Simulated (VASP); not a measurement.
TiB2H2:

```xyz
5
Lattice="4.0045 0.0000 0.0000 -2.0022 3.4680 0.0000 0.0000 0.0000 2.8321" Properties=species:S:1:pos:R:3 pbc="T T T"
Ti    0.0000    0.0000    0.0000
B     0.0000    2.3120    0.0000
B     2.0022    1.1560    0.0000
H     0.0000    2.3120    1.4160
H     2.0022    1.1560    1.4160
```

| Quantity | Value |
| --- | --- |
| Program | VASP 6.6.1 |
| Task | relaxation of cell and atoms |
| Functional | PBE |
| Potentials or basis | VASP PAW PBE potentials, release 64 (Ti_sv, B, H) |
| Cutoff | 500 eV |
| k mesh | 6 × 6 × 6 |
| Occupations | gaussian, width 0.1 eV |
| Spin | no spin polarisation |

At the start: pressure 0.7 GPa; volume 7.87 Å³/atom.

How do energy, volume and symmetry change on relaxing?

Over 3 steps the energy falls by 6.1 meV/atom and the volume is 7.93 Å³/atom (+0.8 %); space group P6/mmm (No. 191, to 0.05 Å).

The path:
```
step  energy change (eV)  largest force (eV/Å)  pressure (GPa)  volume (Å³)
   1              0.0000                0.0000            0.65        39.33
   2             -0.0257                0.0000            0.18        39.51
   3             -0.0307                0.0000           -0.06        39.64
```

Final structure:
```xyz
5
Lattice="3.9605 0.0000 0.0000 -1.9802 3.4299 0.0000 0.0000 0.0000 2.9181" Properties=species:S:1:pos:R:3 pbc="T T T"
Ti   -1.9802    3.4299    0.0000
B     0.0000    2.2866    0.0000
B     1.9802    1.1433    0.0000
H     0.0000    2.2866    1.4590
H     1.9802    1.1433    1.4590
```

Caveat: the k points lie up to 0.36 Å⁻¹ apart in the final cell.
